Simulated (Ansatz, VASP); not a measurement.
Two plane-wave programs on In3GaP4

```
In Ga P
1.0
     3.95671    0.00000    0.00000
     0.00000    3.95671    0.00000
     0.00000    0.00000   11.19127
In Ga P
3 1 4
Direct
  0.00000 0.00000 0.75000
  0.50000 0.50000 0.00000
  0.00000 0.00000 0.25000
  0.50000 0.50000 0.50000
  0.00000 0.00000 0.00000
  0.50000 0.50000 0.25000
  0.00000 0.00000 0.50000
  0.50000 0.50000 0.75000
```

Alike in both runs: task relaxation of cell and atoms; functional PBE; k mesh 4 × 4 × 2; occupations gaussian, width 0.1 eV; no spin polarisation.

```csv
,VASP,Ansatz
version,VASP 6.6.1,Ansatz 0.2.0
potentials or method,"VASP PAW PBE potentials, release 64 (In_d, Ga_d, P), cutoff 600 eV","scalar-relativistic, plane waves, PAW"
valence electrons in the cell,72,72
```

Ansatz gave:

| Property | Result |
| --- | --- |
| gap on the k mesh at the Fermi level, each at its own relaxed structure (eV) | none |
| relaxed volume (Å³/atom) | 20.46 |
| relaxed length of the cell vector where the two differ most in proportion (Å) | 3.931 |

Task: What did VASP give for the same quantities?

Result: gap on the k mesh at the Fermi level, each at its own relaxed structure (eV): none; relaxed volume (Å³/atom): 20.48; relaxed length of the cell vector where the two differ most in proportion (Å): 3.933.

A gap of «none» marks a metal or a gap that the smearing closes.

The k mesh is coarse, so the values compare programs but aren't converged.
